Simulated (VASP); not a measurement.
A run of VASP 6.6.1 is set up as follows.

The input INCAR:

```
PREC     = Accurate       # precision mode
ENCUT    = 520            # plane-wave cutoff, eV
EDIFF    = 1E-6           # SCF threshold, eV
ISMEAR   = 0              # smearing method
SIGMA    = 0.15           # smearing width, eV
LREAL    = False          # projectors in reciprocal space
LASPH    = True           # aspherical terms in the spheres
NELM     = 60             # most SCF steps
ALGO     = Normal         # electronic algorithm
ISIF     = 2              # what is computed and relaxed
LWAVE    = False          # write WAVECAR
LCHARG   = False          # write CHGCAR
GGA      = PS             # functional
NBANDS   = 18             # bands
```

KPOINTS

```
regular mesh
0
Gamma
  16 16 16
```

File POSCAR:

```
BiTe
1.0
    0.0239786537      3.1971538327      3.1971538327
    3.1971538327      0.0239786537      3.1971538327
    3.2211324864      3.2211324864      0.0000000000
Bi Te
1 1
Direct
    0.0000000000      0.0000000000      0.0000000000
    0.5000000000      0.5000000000      0.5000000000
```

Potentials or basis: VASP PAW PBE potentials, release 64 (Bi_d, Te).

Launch:

```sh
$ cat potpaw_PBE.64/Bi_d/POTCAR potpaw_PBE.64/Te/POTCAR > POTCAR
$ mpirun -np 1 vasp_std > vasp.out
```

Task: Estimate the band gap on the k mesh.

Result: Zero (an odd number of electrons rules out a gap without spin polarisation).

Task: What does it give for the pressure?

Result: 0.0 GPa.

Caveat: the cell differs from its parent crystal (strain +0.0150 x Voigt [0, 0, 0, 0, 0, 1]); the PAW data sets were made with another functional, which shifts forces and pressure a little; spin-orbit coupling is left out, which moves the levels of the heavy elements; an odd number of electrons without spin polarisation forces a metal; a magnetic or distorted state may lie lower.
